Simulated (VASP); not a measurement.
# Hf7O16 (a cell with a defect) in VASP: electric field gradients with PBE

Aim: the electric field gradients of Hf7O16 (a cell with a defect) with PBE.

Program: VASP 6.6.1. These are calculated values, not measurements. Logs are shortened: lines on timing, memory, paths and dates and some standing lists are left out, and cuts for length are marked.

### 1 The cell of the first run

The cell holds a defect, 23 atoms: a = 7.117 Å, b = 7.117 Å, c = 7.117 Å, α = 60.00°, β = 60.00°, γ = 60.00°.

### 2 Electric field gradients, PBE, collinear spin (atoms taken out)

INCAR

```
SYSTEM = Hf7O16
  ALGO = Normal
  EDIFF = 1E-8
  ENCUT = 520
  GGA = PE
  GGA_COMPAT = .False.
  ISIF = 2
  ISMEAR = -1
  ISPIN = 2
  LASPH = .True.
  LCHARG = .False.
  LEFG = .True.
  LMAXMIX = 4
  LORBIT = 11
  LREAL = .False.
  LWAVE = .False.
  MAGMOM = 0 0 0 0 0 0 0 0 0 0 0.5 0 0.5 0.5 0.5 0.5 0.5 0.5 0 0.5 0 0 0
  NBANDS = 104
  NELECT = 169.0
  NELM = 200
  PREC = Accurate
  SIGMA = 0.01
```

KPOINTS

```
k-points
0
Gamma
  3 3 3
  0 0 0
```

POSCAR

```
Hf7O16
1.0
    0.0000000000      5.0321592200      5.0321592200
    5.0321592200      0.0000000000      5.0321592200
    5.0321592200      5.0321592200      0.0000000000
Hf O
7 16
Direct
    0.0000000000      0.0000000000      0.5000000000
    0.0000000000      0.5000000000      0.0000000000
    0.0000000000      0.5000000000      0.5000000000
    0.5000000000      0.0000000000      0.0000000000
    0.5000000000      0.0000000000      0.5000000000
    0.5000000000      0.5000000000      0.0000000000
    0.5000000000      0.5000000000      0.5000000000
    0.3750000000      0.3750000000      0.3750000000
    0.3750000000      0.3750000000      0.8750000000
    0.3750000000      0.8750000000      0.3750000000
    0.3750000000      0.8750000000      0.8750000000
    0.8750000000      0.3750000000      0.3750000000
    0.8750000000      0.3750000000      0.8750000000
    0.8750000000      0.8750000000      0.3750000000
    0.8750000000      0.8750000000      0.8750000000
    0.1250000000      0.1250000000      0.1250000000
    0.1250000000      0.1250000000      0.6250000000
    0.1250000000      0.6250000000      0.1250000000
    0.1250000000      0.6250000000      0.6250000000
    0.6250000000      0.1250000000      0.1250000000
    0.6250000000      0.1250000000      0.6250000000
    0.6250000000      0.6250000000      0.1250000000
    0.6250000000      0.6250000000      0.6250000000
```

Potentials or basis: VASP PAW PBE potentials, release 64 (Hf_pv, O).

Started as:

```console
$ cat potpaw_PBE.64/Hf_pv/POTCAR potpaw_PBE.64/O/POTCAR > POTCAR
$ mpirun -np 1 vasp_std > vasp.out
```

OUTCAR:

```text
SYSTEM = Hf7O16
   EDIFF = 1E-8
   ENCUT = 520
   GGA = PE
   ISIF = 2
   ISMEAR = -1
   ISPIN = 2
   LASPH = .True.
   LORBIT = 11
   LREAL = .False.
   NELECT = 169.0
   NELM = 200
   PREC = Accurate

 ion  position               nearest neighbor table
   1  0.000  0.000  0.500-  10 2.18  12 2.18  14 2.18  15 2.18  16 2.18  17 2.18  19 2.18  21 2.18
                             3 3.56   5 3.56   2 3.56   4 3.56   2 3.56   3 3.56   7 3.56   4 3.56
   2  0.000  0.500  0.000-   9 2.18  12 2.18  13 2.18  15 2.18  16 2.18  18 2.18  19 2.18  22 2.18
                             3 3.56   6 3.56   1 3.56   3 3.56   7 3.56   1 3.56   4 3.56   4 3.56
   3  0.000  0.500  0.500-   8 2.18  12 2.18  13 2.18  14 2.18  17 2.18  18 2.18  19 2.18  23 2.18
                             7 3.56   1 3.56   2 3.56   2 3.56   6 3.56   1 3.56   5 3.56   5 3.56
   4  0.500  0.000  0.000-   9 2.18  10 2.18  11 2.18  15 2.18  16 2.18  20 2.18  21 2.18  22 2.18
                             5 3.56   6 3.56   1 3.56   5 3.56   7 3.56   2 3.56   6 3.56   7 3.56
   5  0.500  0.000  0.500-   8 2.18  10 2.18  11 2.18  14 2.18  17 2.18  20 2.18  21 2.18  23 2.18
                             7 3.56   1 3.56   4 3.56   4 3.56   6 3.56   3 3.56   6 3.56   7 3.56
   6  0.500  0.500  0.000-   8 2.18   9 2.18  11 2.18  13 2.18  18 2.18  20 2.18  22 2.18  23 2.18
                             7 3.56   2 3.56   4 3.56   3 3.56   5 3.56   7 3.56   4 3.56   5 3.56
   7  0.500  0.500  0.500-   8 2.18   9 2.18  10 2.18  12 2.18  19 2.18  21 2.18  22 2.18  23 2.18
                             6 3.56   3 3.56   5 3.56   2 3.56   4 3.56   6 3.56   1 3.56   4 3.56
   8  0.375  0.375  0.375-   3 2.18   5 2.18   6 2.18   7 2.18
   9  0.375  0.375  0.875-   2 2.18   4 2.18   6 2.18   7 2.18
  10  0.375  0.875  0.375-   1 2.18   4 2.18   5 2.18   7 2.18
  11  0.375  0.875  0.875-   4 2.18   5 2.18   6 2.18
  12  0.875  0.375  0.375-   1 2.18   2 2.18   3 2.18   7 2.18
  13  0.875  0.375  0.875-   2 2.18   3 2.18   6 2.18
  14  0.875  0.875  0.375-   1 2.18   3 2.18   5 2.18
  15  0.875  0.875  0.875-   1 2.18   2 2.18   4 2.18
  16  0.125  0.125  0.125-   1 2.18   2 2.18   4 2.18
  17  0.125  0.125  0.625-   1 2.18   3 2.18   5 2.18
  18  0.125  0.625  0.125-   2 2.18   3 2.18   6 2.18
  19  0.125  0.625  0.625-   1 2.18   2 2.18   3 2.18   7 2.18
  20  0.625  0.125  0.125-   4 2.18   5 2.18   6 2.18
  21  0.625  0.125  0.625-   1 2.18   4 2.18   5 2.18   7 2.18
  22  0.625  0.625  0.125-   2 2.18   4 2.18   6 2.18   7 2.18
  23  0.625  0.625  0.625-   3 2.18   5 2.18   6 2.18   7 2.18

  LATTYP: Found a face centered cubic cell.
 ALAT       =    10.0643184400

  Lattice vectors:

 A1 = (   0.0000000000,   5.0321592200,   5.0321592200)
 A2 = (   5.0321592200,   0.0000000000,   5.0321592200)
 A3 = (   5.0321592200,   5.0321592200,   0.0000000000)

Analysis of symmetry for initial positions (statically):
=====================================================================
 Subroutine PRICEL returns:
 Original cell was already a primitive cell.

 Routine SETGRP: Setting up the symmetry group for a
 face centered cubic supercell.

 Subroutine GETGRP returns: Found 48 space group operations
 (whereof 48 operations were pure point group operations)
 out of a pool of 48 trial point group operations.

The static configuration has the point symmetry O_h .

Analysis of symmetry for dynamics (positions and initial velocities):
=====================================================================
 Subroutine PRICEL returns:
 Original cell was already a primitive cell.

 Routine SETGRP: Setting up the symmetry group for a
 face centered cubic supercell.

 Subroutine GETGRP returns: Found 48 space group operations
 (whereof 48 operations were pure point group operations)
 out of a pool of 48 trial point group operations.

The dynamic configuration has the point symmetry O_h .

Analysis of structural, dynamic, and magnetic symmetry:
=====================================================================
 Subroutine PRICEL returns:
 Original cell was already a primitive cell.

 Routine SETGRP: Setting up the symmetry group for a
 face centered cubic supercell.

 Subroutine GETGRP returns: Found 48 space group operations
 (whereof 48 operations were pure point group operations)
 out of a pool of 48 trial point group operations.

The overall configuration has the point symmetry O_h .

 Subroutine INISYM returns: Found 48 space group operations
 (whereof 48 operations are pure point group operations),
[... 169 lines left out ...]
 fundamental gap:      0.0560970452
 Fermi energy:         4.0056493620

 spin component 1

 k-point     1 :       0.0000    0.0000    0.0000
  band No.  band energies     occupation
      1     -27.0748      1.00000
      2     -27.0748      1.00000
      3     -27.0748      1.00000
      4     -26.5695      1.00000
      5     -26.4985      1.00000
      6     -26.4985      1.00000
[... 385 lines left out ...]
     95       8.5545      0.00000
     96       8.5982      0.00000
 Fermi energy:         4.0056493620

 spin component 2

 k-point     1 :       0.0000    0.0000    0.0000
  band No.  band energies     occupation
      1     -27.0735      1.00000
      2     -27.0735      1.00000
      3     -27.0735      1.00000
      4     -26.5713      1.00000
      5     -26.5002      1.00000
      6     -26.5002      1.00000
[... 385 lines left out ...]
     95       8.5652      0.00000
     96       8.6049      0.00000
 [bands above 96 left out]

------------------------ aborting loop because EDIFF is reached ----------------------------------------

  FORCE on cell =-STRESS in cart. coord.  units (eV):
  Direction    XX          YY          ZZ          XY          YZ          ZX
  --------------------------------------------------------------------------------------
  -------------------------------------------------------------------------------------
  Total       30.3252259     30.3252259     30.3252259      0.0000000     -0.0000000      0.0000000
  in kB      190.6432838    190.6432838    190.6432838      0.0000000     -0.0000000      0.0000000
  external PRESSURE =     190.6432838 kB  Pullay stress =       0.0000000 kB

 VOLUME and BASIS-vectors are now :
 -----------------------------------------------------------------------------
  energy-cutoff  :      520.00
  volume of cell :      254.85
      direct lattice vectors                 reciprocal lattice vectors
     0.000000000  5.032159220  5.032159220    -0.099360926  0.099360926  0.099360926
     5.032159220  0.000000000  5.032159220     0.099360926 -0.099360926  0.099360926
     5.032159220  5.032159220  0.000000000     0.099360926  0.099360926 -0.099360926

 POSITION                                       TOTAL-FORCE (eV/Angst)
 -----------------------------------------------------------------------------------
      2.51608      2.51608      0.00000         0.000000     -0.000000      0.000000
      2.51608      0.00000      2.51608         0.000000     -0.000000      0.000000
      5.03216      2.51608      2.51608         0.000000     -0.000000      0.000000
      0.00000      2.51608      2.51608         0.000000     -0.000000      0.000000
      2.51608      5.03216      2.51608         0.000000     -0.000000      0.000000
      2.51608      2.51608      5.03216         0.000000     -0.000000      0.000000
[... 15 lines left out ...]
      3.77412      3.77412      6.29020         0.538096      0.538096     -0.538096
      6.29020      6.29020      6.29020        -0.538096     -0.538096     -0.538096
 -----------------------------------------------------------------------------------
    total drift:                                0.000000      0.000000      0.000000

  FREE ENERGIE OF THE ION-ELECTRON SYSTEM (eV)
  ---------------------------------------------------
  free  energy   TOTEN  =      -204.6362405711 eV

  energy  without entropy=     -204.6316840639  energy(sigma->0) =     -204.63396232

 Electric field gradients (V/A^2)
---------------------------------------------------------------------
 ion       V_xx      V_yy      V_zz      V_xy      V_xz      V_yz
---------------------------------------------------------------------
   1       0.141     0.141    -0.283   -72.255    -0.001    -0.001
   2       0.141    -0.283     0.141    -0.001   -72.255    -0.001
   3      -0.283     0.141     0.141    -0.000    -0.000    72.254
   4      -0.283     0.141     0.141    -0.001    -0.001   -72.255
   5       0.141    -0.283     0.141    -0.000    72.254    -0.000
   6       0.141     0.141    -0.283    72.254    -0.000    -0.000
[... 15 lines left out ...]
  22       0.000     0.000    -0.000     1.760    -1.755    -1.755
  23       0.000     0.000    -0.000     1.760     1.760     1.760
---------------------------------------------------------------------

 Electric field gradients after diagonalization (V/A^2)
 (convention: |V_zz| > |V_xx| > |V_yy|)
----------------------------------------------------------------------
 ion       V_xx      V_yy      V_zz     asymmetry (V_yy - V_xx)/ V_zz
----------------------------------------------------------------------
   1     -72.114    -0.283    72.397       0.992
   2     -72.114    -0.283    72.397       0.992
   3     -72.113    -0.283    72.396       0.992
   4     -72.114    -0.283    72.397       0.992
   5     -72.113    -0.283    72.396       0.992
   6     -72.113    -0.283    72.396       0.992
[... 15 lines left out ...]
  22      -1.760    -1.753     3.513       0.002
  23      -1.760    -1.760     3.520       0.000
----------------------------------------------------------------------

           NMR quadrupolar parameters

 Cq : quadrupolar parameter    Cq=e*Q*V_zz/h
 eta: asymmetry parameters     (V_yy - V_xx)/ V_zz
 Q  : nuclear electric quadrupole moment in mb (millibarn)
----------------------------------------------------------------------
 ion       Cq(MHz)       eta       Q (mb)
----------------------------------------------------------------------
   1       0.175       0.992       1.000
   2       0.175       0.992       1.000
   3       0.175       0.992       1.000
   4       0.175       0.992       1.000
   5       0.175       0.992       1.000
   6       0.175       0.992       1.000
[... 15 lines left out ...]
  22       0.008       0.002       1.000
  23       0.009       0.000       1.000
----------------------------------------------------------------------

 total charge

# of ion       s       p       d       tot
------------------------------------------
    1        0.309   6.625   1.499   8.433
    2        0.309   6.625   1.499   8.433
    3        0.309   6.625   1.499   8.433
    4        0.309   6.625   1.499   8.433
    5        0.309   6.625   1.499   8.433
    6        0.309   6.625   1.499   8.433
[... 15 lines left out ...]
   22        1.566   3.591   0.000   5.157
   23        1.566   3.591   0.000   5.157
--------------------------------------------------
tot         27.297 103.047  10.499 140.844

 magnetization (x)

# of ion       s       p       d       tot
------------------------------------------
    1       -0.000   0.001  -0.004  -0.004
    2       -0.000   0.001  -0.004  -0.004
    3       -0.000   0.001  -0.004  -0.004
    4       -0.000   0.001  -0.004  -0.004
    5       -0.000   0.001  -0.004  -0.004
    6       -0.000   0.001  -0.004  -0.004
[... 15 lines left out ...]
   22        0.000   0.006   0.000   0.007
   23        0.000   0.006   0.000   0.007
--------------------------------------------------
tot          0.013   0.415  -0.022   0.406
```

Wall time 9.9 min (1 thread of Intel Xeon Platinum 8259CL at 2.50GHz (Skylake/Cascade Lake), shared host); peak memory 0.58 GiB.

What came out:

* Free energy: -204.6362 eV
* Largest force: 2.060 eV/Å
* Net moment: 0.48 μB per cell
* Site moments: Hf -0.00, +0.00 (each value once); O +0.01, +0.05 (each value once) μB
* Largest electric field gradient by atom: Hf +72.4, -0.0 (each value once); O +3.5, +4.8 (each value once) V/Å²
* Valence electrons inside the program's atomic spheres: Hf 8.43, 8.46 (each value once); O 5.16, 5.07 (each value once)

Forces in eV/Å, atoms in the order of the input:
```
Hf   0.000  0.000  0.000
Hf   0.000  0.000  0.000
Hf   0.000  0.000  0.000
Hf   0.000  0.000  0.000
Hf   0.000  0.000  0.000
Hf   0.000  0.000  0.000
Hf   0.000  0.000  0.000
O    0.538  0.538  0.538
O   -0.538 -0.538  0.538
O   -0.538  0.538 -0.538
O   -1.190  1.190  1.190
O    0.538 -0.538 -0.538
O    1.190 -1.190  1.190
O    1.190  1.190 -1.190
O   -1.190 -1.190 -1.190
O    1.190  1.190  1.190
O   -1.190 -1.190  1.190
O   -1.190  1.190 -1.190
O   -0.538  0.538  0.538
O    1.190 -1.190 -1.190
O    0.538 -0.538  0.538
O    0.538  0.538 -0.538
O   -0.538 -0.538 -0.538
```

Electric field gradients, principal values (V/Å²):
```
atom   least   middle  greatest (by size)
1 Hf  -0.283  -72.114              72.397
2 Hf  -0.283  -72.114              72.397
3 Hf  -0.283  -72.113              72.396
4 Hf  -0.283  -72.114              72.397
5 Hf  -0.283  -72.113              72.396
6 Hf  -0.283  -72.113              72.396
7 Hf   0.000    0.000              -0.001
 8 O  -1.760   -1.760               3.520
 9 O  -1.753   -1.760               3.513
10 O  -1.753   -1.760               3.513
11 O  -2.387   -2.394               4.781
12 O  -1.753   -1.760               3.513
13 O  -2.387   -2.394               4.781
14 O  -2.387   -2.394               4.781
15 O  -2.394   -2.394               4.788
16 O  -2.394   -2.394               4.788
17 O  -2.387   -2.394               4.781
18 O  -2.387   -2.394               4.781
19 O  -1.753   -1.760               3.513
20 O  -2.387   -2.394               4.781
21 O  -1.753   -1.760               3.513
22 O  -1.753   -1.760               3.513
23 O  -1.760   -1.760               3.520
```

Caveat: the k points lie up to 0.36 Å⁻¹ apart; the cell carries a net charge on a neutralising background, which shifts energy and pressure; the cell differs from its parent crystal (atoms taken out); the cell is charged against a uniform background, so pressure and absolute levels hang on convention; without QUAD_EFG the Cq values of the log hold for a quadrupole moment of 1 mb, not for the nuclei; spin-orbit coupling is left out, which moves the levels of the heavy elements.
